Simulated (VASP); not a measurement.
# CdTe (zincblende type) (F-43m) in VASP: notebook, part 2 of 2

VASP 6.6.1. The steps go on from the part before.

### 3 Single point, PBEsol (volume scaled by 0.64)

Input file INCAR:

```
ALGO = Normal ; EDIFF = 1E-6
ENCUT = 520 ; GGA = PS
ISIF = 2 ; ISMEAR = -1
LASPH = T ; LCHARG = T
LELF = T ; LREAL = F
LVHAR = T ; LWAVE = F
NBANDS = 16 ; NELM = 60
PREC = Accurate ; SIGMA = 0.05
```

Input file KPOINTS:

```
k-points
0
Gamma
  12 12 12
```

Input file POSCAR:

```
CdTe
1.0
    0.0000000000      2.7965277572      2.7965277572
    2.7965277572      0.0000000000      2.7965277572
    2.7965277572      2.7965277572      0.0000000000
Cd Te
1 1
Direct
    0.0000000000      0.0000000000      0.0000000000
    0.2500000000      0.2500000000      0.2500000000
```

Potentials or basis: VASP PAW PBE potentials, release 64 (Cd, Te).

The run is started by

```sh
cat potpaw_PBE.64/Cd/POTCAR potpaw_PBE.64/Te/POTCAR > POTCAR
mpirun -np 1 vasp_std > vasp.out
```

OUTCAR:

```text
EDIFF = 1E-6
   ENCUT = 520
   GGA = PS
   ISIF = 2
   ISMEAR = -1
   LASPH = T
   LREAL = F
   NELM = 60
   PREC = Accurate

 ion  position               nearest neighbor table
   1  0.000  0.000  0.000-   2 2.42   2 2.42   2 2.42   2 2.42
   2  0.250  0.250  0.250-   1 2.42   1 2.42   1 2.42   1 2.42

  LATTYP: Found a face centered cubic cell.
 ALAT       =     5.5930555144

  Lattice vectors:

 A1 = (   0.0000000000,   2.7965277572,   2.7965277572)
[... 191 lines left out ...]
      6      -2.7214      2.00000
[... 433 lines left out ...]
      3      -3.2144      2.00000
      4      -2.7727      2.00000
      5      -2.7172      2.00000
      6      -1.7740      2.00000
[... 8 lines left out ...]
     15      17.4993      0.00000
     16      18.0047      0.00000

 [... further k-points ...]
[... 5 lines left out ...]
  --------------------------------------------------------------------------------------
  -------------------------------------------------------------------------------------
  Total       14.8731712     14.8731712     14.8731712      0.0000000      0.0000000      0.0000000
  in kB      544.7870302    544.7870302    544.7870302      0.0000000      0.0000000      0.0000000
  external PRESSURE =     544.7870302 kB  Pullay stress =       0.0000000 kB

 VOLUME and BASIS-vectors are now :
 -----------------------------------------------------------------------------
  energy-cutoff  :      520.00
  volume of cell :       43.74
      direct lattice vectors                 reciprocal lattice vectors
     0.000000000  2.796527757  2.796527757    -0.178793148  0.178793148  0.178793148
     2.796527757  0.000000000  2.796527757     0.178793148 -0.178793148  0.178793148
     2.796527757  2.796527757  0.000000000     0.178793148  0.178793148 -0.178793148

 POSITION                                       TOTAL-FORCE (eV/Angst)
 -----------------------------------------------------------------------------------
      0.00000      0.00000      0.00000        -0.000000     -0.000000     -0.000000
      1.39826      1.39826      1.39826         0.000000      0.000000      0.000000
 -----------------------------------------------------------------------------------
    total drift:                                0.000000      0.000000      0.000000

  FREE ENERGIE OF THE ION-ELECTRON SYSTEM (eV)
  ---------------------------------------------------
  free  energy   TOTEN  =        -2.7473904527 eV

  energy  without entropy=       -2.7473903662  energy(sigma->0) =       -2.74739041
```

OSZICAR:

```text
N       E                     dE             d eps       ncg     rms          rms(c)
DAV:   1     0.106701311688E+03    0.10670E+03   -0.90741E+03  2416   0.104E+03
DAV:   2    -0.548116522759E-02   -0.10671E+03   -0.10195E+03  2712   0.254E+02
DAV:   3    -0.310425723728E+01   -0.30988E+01   -0.30942E+01  2880   0.446E+01
DAV:   4    -0.312662228656E+01   -0.22365E-01   -0.22364E-01  3080   0.358E+00
DAV:   5    -0.312694052205E+01   -0.31824E-03   -0.31823E-03  2968   0.345E-01    0.149E+01
DAV:   6    -0.279236225226E+01    0.33458E+00   -0.54259E-01  2832   0.128E+01    0.105E+01
DAV:   7    -0.275005613648E+01    0.42306E-01   -0.21959E-01  2880   0.361E+00    0.255E+00
DAV:   8    -0.274775267468E+01    0.23035E-02   -0.24348E-02  2560   0.213E+00    0.912E-01
DAV:   9    -0.274739022785E+01    0.36245E-03   -0.17276E-03  2728   0.363E-01    0.291E-01
DAV:  10    -0.274738897842E+01    0.12494E-05   -0.15546E-04  3040   0.937E-02    0.847E-02
DAV:  11    -0.274739031994E+01   -0.13415E-05   -0.23490E-05  2768   0.516E-02    0.177E-02
DAV:  12    -0.274739045268E+01   -0.13274E-06   -0.23221E-06  2768   0.185E-02
   1 F= -.27473905E+01 E0= -.27473904E+01  d E =-.865246E-07
```

It took 45 s on 1 thread of Intel Xeon Platinum 8259CL at 2.50GHz (Skylake/Cascade Lake), shared host; peak memory 0.21 GiB.

What came out:

```
Free energy            : -2.7474 eV
Pressure               : 54.5 GPa
Band gap on the k mesh : 1.13 eV, indirect (least direct gap 1.96 eV)
```

Caveat: the PAW data sets were made with another functional, which shifts forces and pressure a little; spin-orbit coupling is left out, which moves the levels of the heavy elements.
